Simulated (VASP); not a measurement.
Input of a VASP 6.6.1 run:

POSCAR

```
Ti
1.0
    2.9057478925      0.0000000000      0.0000000000
   -1.4528739462      2.5164514919      0.0000000000
    0.0000000000      0.0000000000      4.6860000000
Ti
2
Direct
    0.3333333333      0.6666666667      0.2500000000
    0.6666666667      0.3333333333      0.7500000000
```

The input INCAR.step1:

```
SYSTEM = Ti
ALGO = Normal
EDIFF = 1E-4
ENCUT = 520
GGA = PE
ISMEAR = 0
LASPH = .True.
LCHARG = .False.
LREAL = .False.
LWAVE = .True.
NBANDS = 19
NELM = 80
PREC = Accurate
SIGMA = 0.15
```

Contents of INCAR.step2:

```
SYSTEM = Ti
ALGO = Normal
EDIFF = 1E-7
ENCUT = 520
ISIF = 2
ISMEAR = 0
ISTART = 1
LASPH = .True.
LCHARG = .False.
LMIXTAU = .True.
LREAL = .False.
LWAVE = .False.
METAGGA = R2SCAN
NBANDS = 19
NELM = 80
PREC = Accurate
SIGMA = 0.15
```

KPOINTS

```
k-points
0
Gamma
  18 18 10
  0 0 0
```

Potentials or basis: VASP PAW PBE potentials, release 64 (Ti_sv).

The run is started by

```bash
$ cat potpaw_PBE.64/Ti_sv/POTCAR > POTCAR
$ cp INCAR.step1 INCAR
$ mpirun -np 1 vasp_std > vasp.out
$ cp INCAR.step2 INCAR
$ mpirun -np 1 vasp_std > vasp.out
```

(1) What does it give for the pressure?

(2) Predict the band gap on the k mesh.

Answers

(1) 1.6 GPa.

(2) zero (bands 12 and 13 overlap by 1.24 eV).

Caveat: the cell differs from its parent crystal (strain -0.015 along x and y, +0.000 along z); the PAW data sets were made with another functional, which shifts forces and pressure a little.
